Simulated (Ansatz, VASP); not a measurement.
## Ge in VASP and in Ansatz

```
CELL_PARAMETERS angstrom
3.80347 -1.70992 -0.00213
3.80347 1.70992 -0.00213
-1.90396 0.00000 3.29857
ATOMIC_POSITIONS crystal
Ge 0.19223 0.19223 0.19239
Ge 0.80777 0.80777 0.80761
```

Change from the starting cell: the structure that the rattled cell fell into.

Alike in both runs: functional PBE; k mesh 6 × 6 × 6; occupations gaussian, width 0.1 eV; no spin polarisation.

Ansatz relaxed the structure, and its values are those at the end. VASP's run is a single point on that final structure, the one shown.

```csv
,VASP,Ansatz
version,VASP 6.6.1,Ansatz 0.2.0
potentials or method,"VASP PAW PBE potentials, release 64 (Ge_d), cutoff 520 eV","scalar-relativistic, plane waves, PAW"
valence electrons in the cell,28,28
```

|  | VASP | Ansatz | Ansatz less VASP |
| --- | --- | --- | --- |
| gap on the k mesh at the Fermi level (eV) | none | none | - |
| pressure (GPa) | 0.0 | 0.0 | -0.04 |
| rms of the force components (eV/Å) | 0.004 | 0.004 | -0.0004 |

A gap of «none» marks a metal or a gap that the smearing closes.
